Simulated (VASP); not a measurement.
A run of VASP 6.6.1 is set up as follows.

INCAR

```
PREC     = Accurate       # precision mode
ENCUT    = 400            # plane-wave cutoff, eV
EDIFF    = 1E-6           # SCF threshold, eV
ISMEAR   = 0              # smearing method
SIGMA    = 0.05           # smearing width, eV
LREAL    = F              # projectors in reciprocal space
LASPH    = T              # aspherical terms in the spheres
NELM     = 120            # most SCF steps
ALGO     = Normal         # electronic algorithm
ISIF     = 2              # what is computed and relaxed
LWAVE    = F              # write WAVECAR
LCHARG   = T              # write CHGCAR
LDIPOL   = T            
IDIPOL   = 3            
DIPOL    = 0.5 0.5 0.500
GGA      = PE             # functional
LELF     = T              # ELF
LVHAR    = T            
LVACPOTAV= T            
NBANDS   = 26             # bands
GGA_COMPAT= F            
NELMDL   = -8
```

Contents of KPOINTS:

```
regular mesh
0
Gamma
  9 9 1
```

Contents of POSCAR:

```
AlAs
1.0
    4.0500342343      0.0000000000      0.0000000000
   -2.0250171172      3.5074325331      0.0000000000
    0.0000000000      0.0000000000     25.7472270912
As Al
4 4
Direct
    0.0000000000      0.0000000000      0.2921573952
    0.3333333333      0.6666666667      0.4207356528
    0.6666666667      0.3333333333      0.5495863250
    0.0000000000      0.0000000000      0.6796786790
    0.3333333333      0.6666666667      0.3203386704
    0.6666666667      0.3333333333      0.4503400678
    0.0000000000      0.0000000000      0.5795294835
    0.3333333333      0.6666666667      0.7076337264
```

Potentials or basis: VASP PAW PBE potentials, release 64 (As, Al).

Launch:

```sh
$ cat potpaw_PBE.64/As/POTCAR potpaw_PBE.64/Al/POTCAR > POTCAR
$ mpirun -np 1 vasp_std > vasp.out
```

Question: Estimate the largest force.

Answer: 0.012 eV/Å.

Question: Predict the band gap on the k mesh.

Answer: Zero (bands 16 and 17 overlap by 0.03 eV).

Forces in eV/Å, atoms in the order of the input:
```
As   0.000  0.000 -0.012
As   0.000  0.000 -0.009
As   0.000  0.000 -0.006
As   0.000  0.000 -0.004
Al   0.000  0.000  0.005
Al   0.000  0.000  0.004
Al   0.000  0.000  0.009
Al   0.000  0.000  0.012
```
